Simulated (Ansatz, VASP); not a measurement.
**YbB2 in VASP and in Ansatz**

The input INCAR:

```
PREC = Accurate
ENCUT = 520
EDIFF = 1E-6
ISMEAR = -1
SIGMA = 0.05
LREAL = F
LASPH = T
NELM = 150
ALGO = Normal
ISIF = 2
LWAVE = F
LCHARG = T
ISPIN = 2
MAGMOM = 0.5 0 0
LORBIT = 11
NUPDOWN = 0.5
LMAXMIX = 6
GGA = PE
LELF = T
LVHAR = T
NBANDS = 26
```

The input KPOINTS:

```
regular mesh
0
Gamma
  8 8 6
```

POSCAR

```
YbB2
1.0
    3.2503000000      0.0000000000      0.0000000000
   -1.6251500000      2.8148423699      0.0000000000
    0.0000000000      0.0000000000      3.7315000000
Yb B
1 2
Direct
    0.0000000000      0.0000000000      0.0000000000
    0.6666666667      0.3333333333      0.5000000000
    0.3333333333      0.6666666667      0.5000000000
```

File input.yaml:

```yaml
crystal:
  lattice:
    - [3.2503, 0.0, 0.0]
    - [-1.62515, 2.8148423699, 0.0]
    - [0.0, 0.0, 3.7315]
  atoms:
    - { symbol: Yb, position: [0.0, 0.0, 0.0], spin: 0.5 }
    - { symbol: B, position: [0.6666666667, 0.3333333333, 0.5] }
    - { symbol: B, position: [0.3333333333, 0.6666666667, 0.5] }
hamiltonian:
  xc: pbe
  pseudopotentials: { kind: paw }
magnetization:
  spin_polarized: true
  initial_magnetization: 0.5
  spin_locking: { lock_magnetization: hard }
kpoints:
  mp_grid: { grid: [8, 8, 6] }
scf:
  occupations: { method: fermi_dirac, width: 0.05 }
  lower_state_search: "off"
output:
  forces: true
  stress: true
  eigenvalues: true
```

Alike in both runs: task single point; functional PBE; k mesh 8 × 8 × 6; occupations fermi-dirac, width 0.05 eV; collinear spin; fixed moment 0.5 μB.

|  | VASP | Ansatz |
| --- | --- | --- |
| version | VASP 6.6.1 | Ansatz 0.2.0 |
| potentials or method | VASP PAW PBE potentials, release 64 (Yb, B) | Ansatz PAW |
| plane-wave cutoff (eV) | 520 | 420 |
| valence electrons in the cell | 30 | 30 |

VASP gave:

| Property | Result |
| --- | --- |
| pressure (GPa) | 3.6 |
| traceless stress, the component that is largest in VASP (GPa) | 5.40 |
| net moment per atom (μB) | 0.17 |

**Question.** Estimate Ansatz's values.

**Answer.** Pressure (GPa): 2.3; traceless stress, the component that is largest in VASP (GPa): 5.29; net moment per atom (μB): 0.17.

Neither program's run includes spin-orbit coupling.
